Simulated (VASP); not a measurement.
# SrO in VASP: notebook

SrO is run at these levels: LDA; tasks: single point.

Program: VASP 6.6.1. These are calculated values, not measurements. Logs are shortened: lines on timing, memory, paths and dates and some standing lists are left out, and cuts for length are marked.

**1. The cell of the first run**

The typed cell holds 4 atoms: a = 3.581 Å, b = 3.581 Å, c = 6.203 Å, α = 73.22°, β = 73.22°, γ = 60.00°.

**2. Single point, LDA (atoms displaced along a vibrational mode)**

File INCAR:

```
SYSTEM = SrO
ALGO = Normal ; EDIFF = 1E-7
ENCUT = 520 ; ISIF = 2
ISMEAR = 0 ; LASPH = .TRUE.
LCHARG = .FALSE. ; LREAL = .FALSE.
LWAVE = .FALSE. ; NBANDS = 24
NELM = 60 ; PREC = Accurate
SIGMA = 0.05
```

File KPOINTS:

```
k-points
0
G
  9 9 8
  0 0 0
```

File POSCAR:

```
SrO
1.0
    0.0000000000     -2.5321850030     -2.5321850030
   -2.5321850030      0.0000000000     -2.5321850030
    2.5321850030      2.5321850030     -5.0643700061
Sr O
2 2
Direct
    0.0008166432     -0.0024499297      0.0008166432
    0.5008166432      0.4975500703      0.5008166432
    0.7256757956      0.7890123266      0.7455270086
    0.2653793603      0.2378222056      0.2455281473
```

Potentials or basis: VASP PAW LDA potentials, release 64 (Sr_sv, O).

Launch:

```sh
> cat potpaw_LDA.64/Sr_sv/POTCAR potpaw_LDA.64/O/POTCAR > POTCAR
> mpirun -np 1 vasp_std > vasp.out
```

OUTCAR:

```text
SYSTEM = SrO
   EDIFF = 1E-7
   ENCUT = 520
   ISIF = 2
   ISMEAR = 0
   LASPH = .TRUE.
   LREAL = .FALSE.
   NELM = 60
   PREC = Accurate

 ion  position               nearest neighbor table
   1  0.001  0.998  0.001-   4 2.48   3 2.48   4 2.52   3 2.52   4 2.54   3 2.65   2 3.58   2 3.58
                             2 3.58   2 3.58   2 3.58   2 3.58   2 5.06   2 5.06   2 5.06   2 5.06
   2  0.501  0.498  0.501-   3 2.41   4 2.52   4 2.55   3 2.55   4 2.58   3 2.59   1 3.58   1 3.58
                             1 3.58   1 3.58   1 3.58   1 3.58   1 5.06   1 5.06   1 5.06   1 5.06
   3  0.726  0.789  0.746-   2 2.41   1 2.48   1 2.52   2 2.55   2 2.59   1 2.65
   4  0.265  0.238  0.246-   1 2.48   1 2.52   2 2.52   1 2.54   2 2.55   2 2.58

  LATTYP: Found a trigonal (rhomboedric) cell.
 ALAT       =     6.2025611917
 COS(alpha) =     0.8333333333

  Lattice vectors:

 A1 = (   2.5321850030,   5.0643700060,  -2.5321850031)
 A2 = (   5.0643700060,   2.5321850030,  -2.5321850031)
 A3 = (   2.5321850030,   2.5321850030,  -5.0643700061)

Analysis of symmetry for initial positions (statically):
=====================================================================
 Subroutine PRICEL returns:
 Original cell was already a primitive cell.

 Routine SETGRP: Setting up the symmetry group for a
 trigonal (rhombohedral) supercell.

 Subroutine GETGRP returns: Found  1 space group operations
 (whereof  1 operations were pure point group operations)
 out of a pool of 12 trial point group operations.

The static configuration has the point symmetry C_1 .

Analysis of symmetry for dynamics (positions and initial velocities):
=====================================================================
 Subroutine PRICEL returns:
 Original cell was already a primitive cell.

 Routine SETGRP: Setting up the symmetry group for a
 trigonal (rhombohedral) supercell.

 Subroutine GETGRP returns: Found  1 space group operations
 (whereof  1 operations were pure point group operations)
 out of a pool of 12 trial point group operations.

The dynamic configuration has the point symmetry C_1 .

 Subroutine INISYM returns: Found  1 space group operations
 (whereof  1 operations are pure point group operations),
 and found     1 'primitive' translations

----------------------------------------------------------------------------------------

                                     Primitive cell

  volume of cell :      64.9451

  direct lattice vectors                    reciprocal lattice vectors
     0.000000000 -2.532185003 -2.532185003     0.098728963 -0.296186890 -0.098728963
    -2.532185003  0.000000000 -2.532185003    -0.296186890  0.098728963 -0.098728963
     2.532185003  2.532185003 -5.064370006     0.098728963  0.098728963 -0.098728963

  length of vectors
     3.581050374  3.581050374  6.202561192     0.327446927  0.327446927  0.171003580

  position of ions in fractional coordinates (direct lattice)
     0.000816643  0.997550070  0.000816643
     0.500816643  0.497550070  0.500816643
     0.725675796  0.789012327  0.745527009
     0.265379360  0.237822206  0.245528147

  ion indices of the primitive-cell ions
   primitive index   ion index
                 1           1
                 2           2
                 3           3
                 4           4

----------------------------------------------------------------------------------------

 KPOINTS: k-points

Automatic generation of k-mesh.
 Grid dimensions read from file:
 generate k-points for:    9    9    8

 Generating k-lattice:

  Cartesian coordinates                     Fractional coordinates (reciprocal lattice)
     0.010969885 -0.032909654 -0.010969885     0.111111111  0.000000000 -0.000000000
    -0.032909654  0.010969885 -0.010969885     0.000000000  0.111111111 -0.000000000
     0.012341120  0.012341120 -0.012341120     0.000000000  0.000000000  0.125000000

  Length of vectors
     0.036382992  0.036382992  0.021375448

  Shift w.r.t. Gamma in fractional coordinates (k-lattice)
     0.000000000  0.000000000  0.000000000

 -----------------------------------------------------------------------------
|                                                                             |
|           W    W    AA    RRRRR   N    N  II  N    N   GGGG   !!!           |
|           W    W   A  A   R    R  NN   N  II  NN   N  G    G  !!!           |
|           W    W  A    A  R    R  N N  N  II  N N  N  G       !!!           |
|           W WW W  AAAAAA  RRRRR   N  N N  II  N  N N  G  GGG   !            |
|           WW  WW  A    A  R   R   N   NN  II  N   NN  G    G                |
|           W    W  A    A  R    R  N    N  II  N    N   GGGG   !!!           |
|                                                                             |
|     Your reciprocal lattice and k-lattice belong to different lattice       |
|     classes:                                                                |
|                                                                             |
|        The reciprocal lattice is rhombohedral (trigonal),                   |
|        whereas your k-lattice is base-centered monoclinic.                  |
|                                                                             |
|     Results are often still useful ...                                      |
|                                                                             |
 -----------------------------------------------------------------------------

 WARNING: IBZKPT: internal override: KBLOWUP is changed to .FALSE.
      ... skipping the blow-up phase ...

 Subroutine IBZKPT returns following result:
 ===========================================

 Found    325 irreducible k-points:

 Following reciprocal coordinates:
            Coordinates               Weight
  0.000000  0.000000  0.000000      1.000000
  0.111111  0.000000  0.000000      2.000000
  0.222222  0.000000 -0.000000      2.000000
  0.333333  0.000000 -0.000000      2.000000
  0.444444  0.000000 -0.000000      2.000000
  0.000000  0.111111  0.000000      2.000000
[... 16 lines left out ...]
 -0.111111  0.222222 -0.000000      2.000000
  0.000000  0.333333 -0.000000      2.000000
 [... further k-points ...]
   k-points           NKPTS =    325   k-points in BZ     NKDIM =    325   number of bands    NBANDS=     24
   number of dos      NEDOS =    301   number of ions     NIONS =      4
   total plane-waves  NPLWV =  37632
   dimension x,y,z NGX =    28 NGY =   28 NGZ =   48
   dimension x,y,z NGXF=    56 NGYF=   56 NGZF=   96
   ions per type =               2   2
   NGX,Y,Z   is equivalent  to a cutoff of  13.00, 13.00, 12.87 a.u.
   NGXF,Y,Z  is equivalent  to a cutoff of  26.00, 26.00, 25.73 a.u.
 SYSTEM =  SrO
   PREC   = accura    normal or accurate (medium, high low for compatibility)
   ISTART =      0    job   : 0-new  1-cont  2-samecut
   ICHARG =      2    charge: 1-file 2-atom 10-const
   ISPIN  =      1    spin polarized calculation?
   LNONCOLLINEAR =      F non collinear calculations
   LSORBIT =      F    spin-orbit coupling
   LASPH  =      T    aspherical Exc in radial PAW
   ENCUT  =  520.0 eV  38.22 Ry    6.18 a.u.   6.66  6.66 11.53*2*pi/ulx,y,z
   NELM   =     60;   NELMIN=  2; NELMDL= -5     # of ELM steps
   EDIFF  = 0.1E-06   stopping-criterion for ELM
   LREAL  =      F    real-space projection
   EDIFFG = 0.1E-05   stopping-criterion for IOM
   NSW    =      0    number of steps for IOM
   IBRION =     -1    ionic relax: 0-MD 1-quasi-New 2-CG
   NFREE  =      0    steps in history (QN), initial steepest desc. (CG)
   ISIF   =      2    stress and relaxation
   ISYM   =      2    0-nonsym 1-usesym 2-fastsym
   POTIM  = 0.5000    time-step for ionic-motion
   TEBEG  =    0.0;   TEEND  =   0.0 temperature during run
   PSTRESS=    0.0 pullay stress
   NELECT =      32.0000    total number of electrons
   NUPDOWN=      -1.0000    fix difference up-down
   EMIN   =  10.00;   EMAX   =-10.00  energy-range for DOS
   EFERMI =   0.00;   METHOD = LEGACY
   ISMEAR =     0;   SIGMA  =   0.05  broadening in eV -4-tet -1-fermi 0-gaus
   EFERMI_NEDOS =   21; number of points for ismear=-14 and -15
   IALGO  =     38    algorithm
   IMIX   =      4    mixing-type and parameters
     AMIX     =   0.40;   BMIX     =  1.00
     AMIX_MAG =   1.60;   BMIX_MAG =  1.00
  volume/ion in A,a.u.               =      16.24       109.57
  Fermi-wavevector in a.u.,A,eV,Ry     =   1.293032  2.443477 22.748025  1.671933
  Thomas-Fermi vector in A             =   2.424703
   LORBIT       =      0    0 simple, 1 ext, 2 COOP (PROOUT), +10 PAW based schemes
   GGA     = CA    functional components
   LHFCALC =     F    Hartree Fock is set to
   AEXX    =    0.0000 exact exchange contribution
   IVDW    =     0    specifies the selected vdW correction
   LEPSILON=     F    determine dielectric tensor
   LRPA    =     F    only Hartree local field effects (RPA)
 non-spin polarized calculation
 Gauss-broadening in eV      SIGMA  =   0.05
  energy-cutoff  :      520.00
  volume of cell :       64.95
 maximum number of plane-waves:      1773
   NGX = 13   NGY = 13   NGZ = 23

 number of electron      32.0000002 magnetization

 Free energy of the ion-electron system (eV)
  ---------------------------------------------------
  ext. energy  EPLUGINS =         0.00000000
  ---------------------------------------------------
  free energy    TOTEN  =       -26.73036645 eV

  energy without entropy =      -26.73036645  energy(sigma->0) =      -26.73036645

 E-fermi :   1.8444     XC(G=0): -10.7410

 val. band max:        1.5769232592   @ k =   0.0000   0.0000   0.0000
 cond. band min:       4.6920634030   @ k =   0.0000   0.4444   0.5000
 fundamental gap:      3.1151401438
 Fermi energy:         1.8443629439

 k-point     1 :       0.0000    0.0000    0.0000
  band No.  band energies     occupation
      1     -30.3596      2.00000
      2     -30.1811      2.00000
      3     -14.9857      2.00000
      4     -13.2613      2.00000
      5     -12.1331      2.00000
      6     -12.1298      2.00000
[... 16 lines left out ...]
     23      10.1234      0.00000
     24      10.2123      0.00000

 k-point     2 :       0.1111    0.0000    0.0000
  band No.  band energies     occupation
      1     -30.3408      2.00000
      2     -30.1736      2.00000
      3     -14.8871      2.00000
      4     -13.5626      2.00000
      5     -12.2632      2.00000
      6     -12.1574      2.00000
[... 16 lines left out ...]
     23      10.2887      0.00000
     24      10.5406      0.00000

 k-point     3 :       0.2222    0.0000   -0.0000
  band No.  band energies     occupation
      1     -30.2913      2.00000
      2     -30.1560      2.00000
      3     -14.6319      2.00000
      4     -14.0304      2.00000
      5     -12.5988      2.00000
      6     -12.2199      2.00000
[... 16 lines left out ...]
     23      10.7502      0.00000
     24      10.9689      0.00000

 k-point     4 :       0.3333    0.0000   -0.0000
  band No.  band energies     occupation
      1     -30.2288      2.00000
      2     -30.1413      2.00000
      3     -14.4023      2.00000
      4     -14.3398      2.00000
      5     -12.8699      2.00000
      6     -12.2859      2.00000
[... 16 lines left out ...]
     23      10.8711      0.00000
     24      11.3601      0.00000

 k-point     5 :       0.4444    0.0000   -0.0000
  band No.  band energies     occupation
      1     -30.1747      2.00000
      2     -30.1444      2.00000
      3     -14.4680      2.00000
      4     -14.3775      2.00000
      5     -12.7478      2.00000
      6     -12.4306      2.00000
[... 451 lines left out ...]
 k-point    22 :      -0.2222    0.2222    0.0000
  band No.  band energies     occupation
      1     -30.2063      2.00000
      2     -30.1293      2.00000
      3     -14.5502      2.00000
      4     -14.0842      2.00000
      5     -12.8359      2.00000
      6     -12.7892      2.00000
[... 16 lines left out ...]
     23      10.7225      0.00000
     24      12.7924      0.00000

 k-point    23 :      -0.1111    0.2222   -0.0000
  band No.  band energies     occupation
      1     -30.2541      2.00000
      2     -30.1411      2.00000
      3     -14.4406      2.00000
      4     -14.2675      2.00000
      5     -12.7578      2.00000
      6     -12.4270      2.00000
[... 16 lines left out ...]
     23      10.9128      0.00000
     24      11.5792      0.00000

 k-point    24 :       0.0000    0.3333   -0.0000
  band No.  band energies     occupation
      1     -30.2288      2.00000
      2     -30.1412      2.00000
      3     -14.4120      2.00000
      4     -14.3336      2.00000
      5     -12.8724      2.00000
      6     -12.2816      2.00000
[... 16 lines left out ...]
     23      10.9115      0.00000
     24      11.3558      0.00000

 [... further k-points ...]
[... 5 lines left out ...]
  --------------------------------------------------------------------------------------
  -------------------------------------------------------------------------------------
  Total        0.7177073      0.4477418      0.3094149      0.0719112      0.0006693     -0.0291570
  in kB       17.7056404     11.0456673      7.6331811      1.7740288      0.0165115     -0.7192956
  external PRESSURE =      12.1281629 kB  Pullay stress =       0.0000000 kB

 VOLUME and BASIS-vectors are now :
 -----------------------------------------------------------------------------
  energy-cutoff  :      520.00
  volume of cell :       64.95
      direct lattice vectors                 reciprocal lattice vectors
     0.000000000 -2.532185003 -2.532185003     0.098728963 -0.296186890 -0.098728963
    -2.532185003  0.000000000 -2.532185003    -0.296186890  0.098728963 -0.098728963
     2.532185003  2.532185003 -5.064370006     0.098728963  0.098728963 -0.098728963

 POSITION                                       TOTAL-FORCE (eV/Angst)
 -----------------------------------------------------------------------------------
     -2.52391      0.00000     -2.53219        -0.061134     -0.000558     -0.000356
      0.00827      0.00000     -5.06437        -0.234578     -0.005892      0.002698
     -0.11011      0.05027     -7.61110         0.490671     -0.250860      0.071304
      0.01951     -0.05027     -2.51764        -0.194958      0.257310     -0.073645
 -----------------------------------------------------------------------------------
    total drift:                                0.000142     -0.000310      0.000177

  FREE ENERGIE OF THE ION-ELECTRON SYSTEM (eV)
  ---------------------------------------------------
  free  energy   TOTEN  =       -26.7303664507 eV

  energy  without entropy=      -26.7303664507  energy(sigma->0) =      -26.73036645
```

Run time: 14 min. Hardware: 1 thread of Intel Xeon Platinum 8259CL at 2.50GHz (Skylake/Cascade Lake), shared host; peak memory 0.49 GiB.

Results:

```yaml
Free_energy: -26.7304 eV
Pressure: 1.2 GPa
Largest_force: 0.556 eV/Å
Band_gap_on_the_k_mesh: 3.12 eV
```

Forces in eV/Å, atoms in the order of the input:
```
Sr  -0.061 -0.001  0.000
Sr  -0.235 -0.006  0.003
O    0.491 -0.251  0.071
O   -0.195  0.257 -0.074
```

Caveat: the cell differs from its parent crystal (atoms displaced along a vibrational mode); an odd mesh through Γ misses points on the zone boundary, where band edges can lie.

**3. Single point, LDA (atoms displaced along a vibrational mode)**

File INCAR:

```
  PREC = Accurate
  ENCUT = 520
  EDIFF = 1E-7
  ISMEAR = 0
  SIGMA = 0.05
  LREAL = False
  LASPH = True
  NELM = 80
  ALGO = Normal
  ISIF = 2
  LWAVE = False
  LCHARG = False
  NBANDS = 24
  ISYM = 0
```

File KPOINTS:

```
regular mesh
0
Gamma
  9 9 8
```

File POSCAR:

```
SrO
1.0
    0.0000000000     -2.5321850030     -2.5321850030
   -2.5321850030      0.0000000000     -2.5321850030
    2.5321850030      2.5321850030     -5.0643700061
Sr O
2 2
Direct
    0.0016350892     -0.0049052676      0.0016350892
    0.5016350892      0.4950947324      0.5016350892
    0.7410452830      0.7768641509      0.7410452830
    0.2410452830      0.2768641509      0.2410452830
```

Potentials or basis: VASP PAW LDA potentials, release 64 (Sr_sv, O).

Launch:

```sh
> cat potpaw_LDA.64/Sr_sv/POTCAR potpaw_LDA.64/O/POTCAR > POTCAR
> mpirun -np 1 vasp_std > vasp.out
```

It took 4.4 min on 1 thread of AMD EPYC 9R45 (Zen 5), shared host; peak memory 0.46 GiB.

Results (log left out):

| Property | Result |
| --- | --- |
| Free energy | -26.7432 eV |
| Pressure | 1.2 GPa |
| Largest force | 0.297 eV/Å |
| Band gap on the k mesh | 3.15 eV |

Forces on the atoms (eV/Å):
```
Sr  -0.297  0.000  0.000
Sr  -0.297  0.000  0.000
O    0.297  0.000  0.000
O    0.297  0.000  0.000
```

Stress tensor (GPa, compression positive):
```
2.28 0.00 0.00
0.00 0.65 0.00
0.00 0.00 0.65
```

Levels at points of the mesh, in eV from the valence-band top:
```
           k point  band 12  band 13  band 14  band 15  band 16  band 17  band 18  band 19  band 20  band 21
(0.00, 0.00, 0.00)    -1.23    -1.22    -0.01    -0.01     0.00     4.15     6.23     6.28     6.28     6.65
(0.00, 0.00, 0.50)    -1.37    -0.68    -0.68    -0.65    -0.65     5.99     5.99     6.47     6.47     7.45
```

Caveat: the cell differs from its parent crystal (atoms displaced along a vibrational mode); an odd mesh through Γ misses points on the zone boundary, where band edges can lie.
